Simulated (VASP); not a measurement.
# KI2 (P6/mmm) in VASP: further runs, part 2 of 2

VASP 6.6.1.

**4. Relaxation of cell and atoms, PBE**

The input, INCAR:

```
SYSTEM = KI2
PREC     = Accurate       ! precision mode
ENCUT    = 600            ! plane-wave cutoff, eV
EDIFF    = 1E-6           ! SCF threshold, eV
ISMEAR   = 0              ! smearing method
SIGMA    = 0.1            ! smearing width, eV
LREAL    = .FALSE.        ! projectors in reciprocal space
LASPH    = .TRUE.         ! aspherical terms in the spheres
NELM     = 80             ! most SCF steps
ALGO     = Fast           ! electronic algorithm
ISIF     = 3              ! what is computed and relaxed
LWAVE    = .FALSE.        ! write WAVECAR
LCHARG   = .FALSE.        ! write CHGCAR
GGA      = PE             ! functional
IBRION   = 2              ! ionic algorithm
NSW      = 90             ! ionic steps
EDIFFG   = -0.04          ! ionic threshold
```

The input, KPOINTS:

```
regular mesh
0
G
  6 6 4
  0 0 0
```

The input, POSCAR:

```
KI2
1.0
    4.9594331927      0.0000000000      0.0000000000
   -2.4797165963      4.2949951332      0.0000000000
    0.0000000000      0.0000000000      5.3548697263
K I
1 2
Direct
    0.0000000000      0.0000000000      0.0000000000
    0.3333333333      0.6666666667      0.5000000000
    0.6666666667      0.3333333333      0.5000000000
```

Potentials or basis: VASP PAW PBE potentials, release 64 (K_sv, I).

The run is started by

```console
> cat potpaw_PBE.64/K_sv/POTCAR potpaw_PBE.64/I/POTCAR > POTCAR
> mpirun -np 1 vasp_std > vasp.out
```

OUTCAR:

```text
SYSTEM = KI2
   PREC = Accurate
   ENCUT = 600
   EDIFF = 1E-6
   ISMEAR = 0
   LREAL = .FALSE.
   LASPH = .TRUE.
   NELM = 80
   ISIF = 3
   GGA = PE
   IBRION = 2
   NSW = 90
   EDIFFG = -0.04

 ion  position               nearest neighbor table
   1  0.000  0.000  0.000-
   2  0.333  0.667  0.500-   3 2.86   3 2.86   3 2.86
   3  0.667  0.333  0.500-   2 2.86   2 2.86   2 2.86

  LATTYP: Found a hexagonal cell.
 ALAT       =     4.9594331927
 C/A-ratio  =     1.0797342193

  Lattice vectors:

 A1 = (   4.9594331927,   0.0000000000,   0.0000000000)
 A2 = (  -2.4797165963,   4.2949951332,   0.0000000000)
[... 184 lines left out ...]
  -------------------------------------------------------------------------------------
  Total       12.8652655     12.8652655     -2.1135240      0.0000000      0.0000000      0.0000000
  in kB      180.7114640    180.7114640    -29.6875349      0.0000000      0.0000000      0.0000000
  external PRESSURE =     110.5784644 kB  Pullay stress =       0.0000000 kB
[... 283 lines left out ...]
--------------------------------------- Ionic step        9  -------------------------------------------

 number of electron      23.0000001 magnetization

 Free energy of the ion-electron system (eV)
  ---------------------------------------------------
  ext. energy  EPLUGINS =         0.00000000
  ---------------------------------------------------
  free energy    TOTEN  =        -6.29430655 eV

  energy without entropy =       -6.28645931  energy(sigma->0) =       -6.29038293

 E-fermi :   1.4767     XC(G=0):  -7.2998

 val. band max:        1.4466019797   @ k =   0.3333   0.0000   0.5000
 cond. band min:       1.5480088876   @ k =   0.5000  -0.0000   0.0000
 fundamental gap:      0.1014069079
 Fermi energy:         1.4766936080

 k-point     1 :       0.0000    0.0000    0.0000
  band No.  band energies     occupation
      1     -29.0758      2.00000
      2     -12.5461      2.00000
      3     -12.5240      2.00000
      4     -12.5240      2.00000
      5     -11.1556      2.00000
      6      -9.7170      2.00000
      7      -1.7178      2.00000
      8      -1.7178      2.00000
      9      -0.3515      2.00000
     10       0.6782      2.00000
     11       0.6782      2.00000
     12       1.0198      2.00000
     13       3.9700      0.00000
     14       5.5521      0.00000
[... 389 lines left out ...]
  FREE ENERGIE OF THE ION-ELECTRON SYSTEM (eV)
  ---------------------------------------------------
  free  energy   TOTEN  =        -6.2943065486 eV

  energy  without entropy=       -6.2864593125  energy(sigma->0) =       -6.29038293

 reached required accuracy - stopping structural energy minimisation
```

OSZICAR:

```text
N       E                     dE             d eps       ncg     rms          rms(c)
DAV:   1     0.152670115331E+03    0.15267E+03   -0.10103E+04   630   0.141E+03
DAV:   2     0.617751039222E+01   -0.14649E+03   -0.14418E+03   819   0.279E+02
DAV:   3    -0.402267870996E+01   -0.10200E+02   -0.10154E+02   821   0.669E+01
[... 127 lines left out ...]
RMM:   5    -0.629429130103E+01   -0.69734E-05   -0.21071E-04   739   0.104E-01    0.496E-02
RMM:   6    -0.629430381696E+01   -0.12516E-04   -0.71406E-05   757   0.613E-02    0.109E-02
RMM:   7    -0.629430446531E+01   -0.64835E-06   -0.26674E-05   752   0.317E-02    0.125E-02
RMM:   8    -0.629430577164E+01   -0.13063E-05   -0.11464E-05   602   0.214E-02    0.415E-03
RMM:   9    -0.629430654859E+01   -0.77695E-06   -0.59085E-06   506   0.132E-02
   9 F= -.62943065E+01 E0= -.62903829E+01  d E =-.439046E-03
```

CONTCAR:

```text
KI2
   1.00000000000000
     5.9019928353756068    0.0000000000105581   -0.0000000000000000
    -2.9509964176191574    5.1112757283060093   -0.0000000000000000
    -0.0000000000000000    0.0000000000000000    4.5536833669048411
  K               I
     1     2
Direct
     0.0000000000000000    0.0000000000000000    0.0000000000000000
     0.3333333332999970    0.6666666667000030    0.5000000000000000
     0.6666666667000030    0.3333333332999970    0.5000000000000000

  0.00000000E+00  0.00000000E+00  0.00000000E+00
  0.00000000E+00  0.00000000E+00  0.00000000E+00
  0.00000000E+00  0.00000000E+00  0.00000000E+00
```

It took 10 min on 1 thread of Oxide Virtual Turin-like, shared host; peak memory 0.26 GiB.

Results:

```yaml
Free_energy: -6.2943 eV
Relaxed_volume: 45.79 Å³/atom
Relaxed_cell: a = 5.902 Å, b = 5.902 Å, c = 4.554 Å, α = 90.00°, β = 90.00°, γ = 120.00°
Space_group_after_relaxing_to_0.1_Å: P6/mmm (No. 191)
Energy_gained_by_relaxing: 671.7 meV/atom
Ionic_steps: 9
Pressure_after_relaxing: 0.0 GPa
Band_gap_on_the_k_mesh: zero (an odd number of electrons rules out a gap without spin polarisation)
```

The path:
```
step  energy change (eV)  largest force (eV/Å)  pressure (GPa)  volume (Å³)
   1              0.0000                0.0000           11.06       114.06
   2             -1.9234                0.0000           -0.65       160.49
   3             -1.9234                0.0000           -0.41       157.26
   4             -1.9245                0.0000           -0.52       158.70
   5             -1.9510                0.0000           -0.48       155.13
   6             -2.0056                0.0000           -0.20       144.46
   7             -2.0146                0.0000           -0.12       139.30
   8             -2.0146                0.0000           -0.09       138.52
   9             -2.0151                0.0000            0.03       137.37
```

Final structure:
```
CELL_PARAMETERS angstrom
5.90199 0.00000 0.00000
-2.95100 5.11128 0.00000
0.00000 0.00000 4.55368
ATOMIC_POSITIONS crystal
K 0.00000 0.00000 0.00000
I 0.33333 0.66667 0.50000
I 0.66667 0.33333 0.50000
```

Caveat: the volume moved by over 15 % at a fixed basis, so the end points are rough; spin-orbit coupling is left out, which moves the levels of the heavy elements; an odd number of electrons without spin polarisation forces a metal; a magnetic or distorted state may lie lower.

**5. Single point, PBE**

This run uses another cell than the first one, of 45.92 Å³/atom.

The input, INCAR:

```
SYSTEM = KI2
ALGO = Fast
EDIFF = 1E-7
ENCUT = 520
GGA = PE
ISIF = 2
ISMEAR = 0
LASPH = .True.
LCHARG = .True.
LELF = .True.
LREAL = .False.
LVHAR = .True.
LWAVE = .False.
NBANDS = 18
NELM = 100
PREC = Accurate
SIGMA = 0.1
```

The input, KPOINTS:

```
k-points
0
Gamma
  12 12 10
  0 0 0
```

The input, POSCAR:

```
KI2
1.0
    5.9129633849      0.0000000000      0.0000000000
   -2.9564816925      5.1207765030      0.0000000000
    0.0000000000      0.0000000000      4.5493344300
K I
1 2
Direct
    0.0000000000      0.0000000000      0.0000000000
    0.3333333333      0.6666666667      0.5000000000
    0.6666666667      0.3333333333      0.5000000000
```

Potentials or basis: VASP PAW PBE potentials, release 64 (K_sv, I).

The run is started by

```console
> cat potpaw_PBE.64/K_sv/POTCAR potpaw_PBE.64/I/POTCAR > POTCAR
> mpirun -np 1 vasp_std > vasp.out
```

OUTCAR:

```text
SYSTEM = KI2
   EDIFF = 1E-7
   ENCUT = 520
   GGA = PE
   ISIF = 2
   ISMEAR = 0
   LASPH = .True.
   LREAL = .False.
   NELM = 100
   PREC = Accurate

 ion  position               nearest neighbor table
   1  0.000  0.000  0.000-
   2  0.333  0.667  0.500-   3 3.41   3 3.41   3 3.41
   3  0.667  0.333  0.500-   2 3.41   2 3.41   2 3.41

  LATTYP: Found a hexagonal cell.
 ALAT       =     5.9129633849
 C/A-ratio  =     0.7693831559

  Lattice vectors:

 A1 = (   5.9129633849,   0.0000000000,   0.0000000000)
 A2 = (  -2.9564816925,   5.1207765030,   0.0000000000)
 A3 = (   0.0000000000,   0.0000000000,   4.5493344300)

Analysis of symmetry for initial positions (statically):
=====================================================================
 Subroutine PRICEL returns:
 Original cell was already a primitive cell.

 Routine SETGRP: Setting up the symmetry group for a
 hexagonal supercell.

 Subroutine GETGRP returns: Found 24 space group operations
 (whereof 24 operations were pure point group operations)
 out of a pool of 24 trial point group operations.

The static configuration has the point symmetry D_6h.

Analysis of symmetry for dynamics (positions and initial velocities):
=====================================================================
 Subroutine PRICEL returns:
 Original cell was already a primitive cell.

 Routine SETGRP: Setting up the symmetry group for a
 hexagonal supercell.

 Subroutine GETGRP returns: Found 24 space group operations
 (whereof 24 operations were pure point group operations)
 out of a pool of 24 trial point group operations.

The dynamic configuration has the point symmetry D_6h.

 Subroutine INISYM returns: Found 24 space group operations
 (whereof 24 operations are pure point group operations),
[... 114 lines left out ...]
   EFERMI_NEDOS =   21; number of points for ismear=-14 and -15
   IALGO  =     68    algorithm
   IMIX   =      4    mixing-type and parameters
     AMIX     =   0.40;   BMIX     =  1.00
     AMIX_MAG =   1.60;   BMIX_MAG =  1.00
  volume/ion in A,a.u.               =      45.92       309.86
  Fermi-wavevector in a.u.,A,eV,Ry     =   0.901477  1.703544 11.056913  0.812660
  Thomas-Fermi vector in A             =   2.024562
   LORBIT       =      0    0 simple, 1 ext, 2 COOP (PROOUT), +10 PAW based schemes
   GGA     = PE    functional components
   LHFCALC =     F    Hartree Fock is set to
   AEXX    =    0.0000 exact exchange contribution
   IVDW    =     0    specifies the selected vdW correction
   LEPSILON=     F    determine dielectric tensor
   LRPA    =     F    only Hartree local field effects (RPA)
 non-spin polarized calculation
 RMM-DIIS sequential band-by-band and
 Gauss-broadening in eV      SIGMA  =   0.10
  energy-cutoff  :      520.00
  volume of cell :      137.75
 maximum number of plane-waves:      3736
 NGX is ok and might be reduce to    48
   NGX = 21   NGY = 21   NGZ = 17

 number of electron      22.9999999 magnetization

 Free energy of the ion-electron system (eV)
  ---------------------------------------------------
  ext. energy  EPLUGINS =         0.00000000
  ---------------------------------------------------
  free energy    TOTEN  =        -6.29278249 eV

  energy without entropy =       -6.28161171  energy(sigma->0) =       -6.28719710

 E-fermi :   1.5089     XC(G=0):  -7.2904

 val. band max:        1.5077403921   @ k =   0.3333   0.0833   0.2000
 cond. band min:       1.5160145979   @ k =   0.2500   0.1667   0.0000
 fundamental gap:      0.0082742057
 Fermi energy:         1.5088731365

 k-point     1 :       0.0000    0.0000    0.0000
  band No.  band energies     occupation
      1     -29.1001      2.00000
      2     -12.5708      2.00000
      3     -12.5481      2.00000
      4     -12.5481      2.00000
      5     -11.1607      2.00000
      6      -9.7402      2.00000
[... 481 lines left out ...]
      5     -10.8825      2.00000
      6     -10.0922      2.00000
[... 10 lines left out ...]
     17       7.5612      0.00000
     18       8.1031      0.00000

 [... further k-points ...]

------------------------ aborting loop because EDIFF is reached ----------------------------------------

  FORCE on cell =-STRESS in cart. coord.  units (eV):
  Direction    XX          YY          ZZ          XY          YZ          ZX
  --------------------------------------------------------------------------------------
  -------------------------------------------------------------------------------------
  Total       -0.0163985     -0.0163985      0.0019407      0.0000000     -0.0000000     -0.0000000
  in kB       -0.1907325     -0.1907325      0.0225724      0.0000000     -0.0000000     -0.0000000
  external PRESSURE =      -0.1196309 kB  Pullay stress =       0.0000000 kB

 VOLUME and BASIS-vectors are now :
 -----------------------------------------------------------------------------
  energy-cutoff  :      520.00
  volume of cell :      137.75
      direct lattice vectors                 reciprocal lattice vectors
     5.912963385  0.000000000  0.000000000     0.169119938  0.097641442  0.000000000
    -2.956481693  5.120776503  0.000000000     0.000000000  0.195282883  0.000000000
     0.000000000  0.000000000  4.549334430     0.000000000  0.000000000  0.219812374

 POSITION                                       TOTAL-FORCE (eV/Angst)
 -----------------------------------------------------------------------------------
      0.00000      0.00000      0.00000         0.000000     -0.000000     -0.000000
     -0.00000      3.41385      2.27467         0.000000      0.000000      0.000000
      2.95648      1.70693      2.27467        -0.000000     -0.000000     -0.000000
 -----------------------------------------------------------------------------------
    total drift:                               -0.000000      0.000000     -0.000000

  FREE ENERGIE OF THE ION-ELECTRON SYSTEM (eV)
  ---------------------------------------------------
  free  energy   TOTEN  =        -6.2927824850 eV

  energy  without entropy=       -6.2816117077  energy(sigma->0) =       -6.28719710
```

It took 10 min on 1 thread of Oxide Virtual Turin-like, shared host; peak memory 0.42 GiB.

Results:

```yaml
Free_energy: -6.2928 eV
Pressure: 0.0 GPa
Band_gap_on_the_k_mesh: zero (an odd number of electrons rules out a gap without spin polarisation)
```

Levels at points of the mesh, in eV from the Fermi level:
```
           k point  band 10  band 11  band 12  band 13  band 14  band 15
(0.00, 0.00, 0.00)    -0.85    -0.85    -0.51     2.44     4.03     6.71
(0.50, 0.00, 0.00)    -1.02    -0.90     0.01     3.63     4.66     4.82
(0.00, 0.00, 0.50)    -1.37    -0.79    -0.79     4.42     4.63     4.63
(0.50, 0.00, 0.50)    -2.10    -0.79     0.15     3.99     4.76     5.04
```

Caveat: spin-orbit coupling is left out, which moves the levels of the heavy elements; an odd number of electrons without spin polarisation forces a metal; a magnetic or distorted state may lie lower.

**6. Relaxation of cell and atoms, PBE**

This run uses another cell than the first one, of 46.35 Å³/atom.

The input, INCAR:

```
PREC = Accurate
ENCUT = 600
EDIFF = 1E-6
ISMEAR = 0
SIGMA = 0.1
LREAL = False
LASPH = True
NELM = 100
ALGO = Fast
ISIF = 3
LWAVE = False
LCHARG = False
GGA = PE
IBRION = 2
NSW = 100
EDIFFG = -0.01
```

The input, KPOINTS:

```
Automatic mesh
0
Gamma
  12 12 10
```

The input, POSCAR:

```
KI2
1.0
    5.9126899432      0.0000000000      0.0000000000
   -2.9563449716      5.1205396955      0.0000000000
    0.0000000000      0.0000000000      4.5925281582
K I
1 2
Direct
    0.0000000000      0.0000000000      0.0000000000
    0.3333333333      0.6666666667      0.5000000000
    0.6666666667      0.3333333333      0.5000000000
```

Potentials or basis: VASP PAW PBE potentials, release 64 (K_sv, I).

The run is started by

```console
> cat potpaw_PBE.64/K_sv/POTCAR potpaw_PBE.64/I/POTCAR > POTCAR
> mpirun -np 1 vasp_std > vasp.out
```

Run time: 17 min. Hardware: 1 thread of Oxide Virtual Turin-like, shared host; peak memory 0.49 GiB.

Results (log left out):

| Quantity | Value |
| --- | --- |
| Free energy | -6.2930 eV |
| Relaxed volume | 45.99 Å³/atom |
| Relaxed cell | a = 5.911 Å, b = 5.911 Å, c = 4.559 Å, α = 90.00°, β = 90.00°, γ = 120.00° |
| Space group after relaxing (to 0.1 Å) | P6/mmm (No. 191) |
| Energy gained by relaxing | 0.2 meV/atom |
| Ionic steps | 3 |
| Pressure after relaxing | 0.0 GPa |
| Band gap on the k mesh | zero (an odd number of electrons rules out a gap without spin polarisation) |

The path:
| step | energy change (eV) | largest force (eV/Å) | pressure (GPa) | volume (Å³) |
| --- | --- | --- | --- | --- |
| 1 | 0.0000 | 0.0000 | -0.05 | 139.04 |
| 2 | -0.0002 | 0.0000 | -0.03 | 138.77 |
| 3 | -0.0005 | 0.0000 | -0.01 | 137.96 |

Final structure:
```cif
data_structure
_symmetry_space_group_name_H-M 'P 1'
_symmetry_Int_Tables_number 1
_cell_length_a 5.9112
_cell_length_b 5.9112
_cell_length_c 4.5590
_cell_angle_alpha 90.000
_cell_angle_beta 90.000
_cell_angle_gamma 120.000
_cell_volume 137.96
loop_
_atom_site_label
_atom_site_type_symbol
_atom_site_fract_x
_atom_site_fract_y
_atom_site_fract_z
_atom_site_occupancy
K1 K 0.00000 0.00000 0.00000 1
I1 I 0.33333 0.66667 0.50000 1
I2 I 0.66667 0.33333 0.50000 1
```

Levels at points of the mesh, in eV from the Fermi level:
```csv
k point,band 9,band 10,band 11,band 12,band 13,band 14,band 15
"(0.00, 0.00, 0.00)",-1.88,-0.85,-0.85,-0.52,2.43,4.03,6.70
"(0.50, 0.00, 0.00)",-1.51,-1.04,-0.90,0.01,3.63,4.64,4.81
"(0.00, 0.00, 0.50)",-3.07,-1.37,-0.80,-0.80,4.41,4.62,4.62
"(0.50, 0.00, 0.50)",-2.58,-2.10,-0.79,0.15,3.99,4.75,5.03
```

Caveat: spin-orbit coupling is left out, which moves the levels of the heavy elements; an odd number of electrons without spin polarisation forces a metal; a magnetic or distorted state may lie lower.

**7. Summary**

| task | cell | k mesh | cutoff (eV) | gap on the mesh (eV) | pressure (GPa) | relaxed volume (Å³/atom) |
| --- | --- | --- | --- | --- | --- | --- |
| single point | a = 4.959, b = 4.959, c = 5.355 Å, angles 90.0, 90.0, 120.0°, 3 atoms | 6 × 6 × 4 | 520 | none | 11.1 | - |
| single point | a = 5.913, b = 5.913, c = 4.593 Å, angles 90.0, 90.0, 120.0°, 3 atoms | 6 × 6 × 4 | 520 | none | -0.1 | - |
| relaxation of cell and atoms | relaxed from a = 4.959, b = 4.959, c = 5.355 Å, angles 90.0, 90.0, 120.0°, 3 atoms | 6 × 6 × 4 | 600 | none | 0.0 | 45.79 |
| single point | a = 5.913, b = 5.913, c = 4.549 Å, angles 90.0, 90.0, 120.0°, 3 atoms | 12 × 12 × 10 | 520 | none | 0.0 | - |
| relaxation of cell and atoms | relaxed from a = 5.913, b = 5.913, c = 4.593 Å, angles 90.0, 90.0, 120.0°, 3 atoms | 12 × 12 × 10 | 600 | none | 0.0 | 45.99 |

Alike in all rows: level PBE; potentials or basis VASP PAW PBE potentials, release 64 (K_sv, I); no spin polarisation; smearing gaussian 0.1 eV.

Caveats: spin-orbit coupling is left out, which moves the levels of the heavy elements; an odd number of electrons without spin polarisation forces a metal; a magnetic or distorted state may lie lower; the stress differs along the axes, from -3 to 18 GPa (at least some runs); the volume moved by over 15 % at a fixed basis, so the end points are rough (at least some runs).

Absolute energies hang on the potentials; compare differences alone.

The gap in the log of VASP goes by the Fermi energy; the results here count the filled bands.